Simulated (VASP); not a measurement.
Input of a VASP 6.6.1 run:

Contents of INCAR:

```
ALGO = Normal
EDIFF = 1E-6
ENCUT = 500
GGA = PE
GGA_COMPAT = F
ISIF = 2
ISMEAR = 0
LASPH = T
LCHARG = T
LELF = T
LREAL = F
LVHAR = T
LWAVE = F
NBANDS = 21
NELM = 120
PREC = Accurate
SIGMA = 0.2
```

KPOINTS

```
k-points
0
Gamma
  4 4 3
```

POSCAR

```
Si3Cl2
1.0
    5.1990402934      0.0000000000      0.0000000000
   -2.5995201467      4.5025009694      0.0000000000
    0.0000000000      0.0000000000      4.8490371583
Si Cl
3 2
Direct
    0.5000000000      0.0000000000      0.5738595118
    0.0000000000      0.5000000000      0.5738595118
    0.5000000000      0.5000000000      0.5738595118
    0.3333333333      0.6666666667      0.0398506473
    0.6666666667      0.3333333333      0.0398506473
```

Potentials or basis: VASP PAW PBE potentials, release 64 (Si, Cl).

Launch:

```console
$ cat potpaw_PBE.64/Si/POTCAR potpaw_PBE.64/Cl/POTCAR > POTCAR
$ mpirun -np 1 vasp_std > vasp.out
```

What does it give for the pressure?

0.1 GPa.

Predict the band gap on the k mesh.

zero (bands 13 and 14 overlap by 2.75 eV).

What does it give for the largest force?

0.038 eV/Å.

Stress tensor (GPa, compression positive):
```
 0.22  0.00  0.00
 0.00  0.22  0.00
 0.00  0.00 -0.16
```

Caveat: the k points lie up to 0.43 Å⁻¹ apart, too coarse for converged energies and pressures of a metal.
